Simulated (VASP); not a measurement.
## Cu: single point with HSE06

Cu:

```
CELL_PARAMETERS angstrom
0.00000 1.78423 1.78423
1.78423 0.00000 1.78423
1.78423 1.78423 0.00000
ATOMIC_POSITIONS crystal
Cu 0.00000 0.00000 0.00000
```

```json
{
 "Program": "VASP 6.6.1",
 "Task": "single point",
 "Functional": "HSE06",
 "Potentials or basis": "VASP PAW PBE potentials, release 64 (Cu)",
 "Cutoff": "520 eV",
 "k mesh": "6 × 6 × 6",
 "Occupations": "fermi-dirac, width 0.1 eV",
 "Spin": "no spin polarisation",
 "Dipole correction": "no",
 "Grid for exact exchange (PRECFOCK)": "Normal",
 "Further INCAR settings": "ALGO = Normal; EDIFF = 1e-06; NBANDS = 12",
 "Share of exact exchange": "0.25",
 "Screening parameter": "0.2079 1/Å"
}
```

| Quantity | Value |
| --- | --- |
| Pressure | 9.1 GPa |
| Band gap on the k mesh | zero (an odd number of electrons rules out a gap without spin polarisation) |

Levels at points of the mesh, in eV from the Fermi level:
```
           k point  band 3  band 4  band 5  band 6  band 7  band 8  band 9  band 10
(0.00, 0.00, 0.00)   -4.32   -4.32   -3.44   -3.44   24.41   27.71   27.71    27.71
(0.50, 0.00, 0.00)   -4.39   -2.66   -2.66   -0.85    4.96   22.80   24.64    24.64
(0.50, 0.50, 0.00)   -2.78   -2.45   -2.45    2.22    8.66   14.93   14.93    19.71
```

It took 7 min on 1 thread of AMD EPYC 7R13 Processor (Zen 3) (shared host), peak memory 0.19 GiB.

Caveat: the k points lie up to 0.51 Å⁻¹ apart, too coarse for converged energies and pressures of a metal; the PAW data sets were made with another functional, which shifts forces and pressure a little.
